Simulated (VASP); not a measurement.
Here is a VASP 6.6.1 calculation.

File INCAR:

```
SYSTEM = Ag4HC
PREC = Accurate
ENCUT = 520
EDIFF = 1E-7
ISMEAR = 0
SIGMA = 0.1
LREAL = .FALSE.
LASPH = .TRUE.
NELM = 80
ALGO = Normal
ISIF = 2
LWAVE = .FALSE.
LCHARG = .TRUE.
LDIPOL = .TRUE.
IDIPOL = 3
DIPOL = 0.5 0.5 0.512
GGA = PS
LELF = .TRUE.
LVHAR = .TRUE.
LVACPOTAV = .TRUE.
NBANDS = 34
```

File KPOINTS:

```
regular mesh
0
G
  10 10 1
  0 0 0
```

File POSCAR:

```
Ag4HC
1.0
    2.8669036820      0.0000000000      0.0000000000
    0.0000000000      2.8669036820      0.0000000000
    0.0000000000      0.0000000000     26.1816211037
Ag C H
4 1 1
Direct
    0.5000000000      0.5000000000      0.3246552216
    0.0000000000      0.0000000000      0.4020838509
    0.5000000000      0.5000000000      0.4794473181
    0.0000000000      0.0000000000      0.5572533830
    0.0000000000      0.0000000000      0.6340113884
    0.0000000000      0.0000000000      0.6764287386
```

Potentials or basis: VASP PAW PBE potentials, release 64 (Ag, C, H).

Command:

```console
$ cat potpaw_PBE.64/Ag/POTCAR potpaw_PBE.64/C/POTCAR potpaw_PBE.64/H/POTCAR > POTCAR
$ mpirun -np 1 vasp_std > vasp.out
```

Question: Estimate the largest force.

Answer: 0.145 eV/Å.

Forces on the atoms (eV/Å):
```
Ag   0.000  0.000  0.145
Ag   0.000  0.000 -0.137
Ag   0.000  0.000  0.000
Ag   0.000  0.000  0.001
C    0.000  0.000 -0.048
H    0.000  0.000  0.039
```

Caveat: the PAW data sets were made with another functional, which shifts forces and pressure a little.
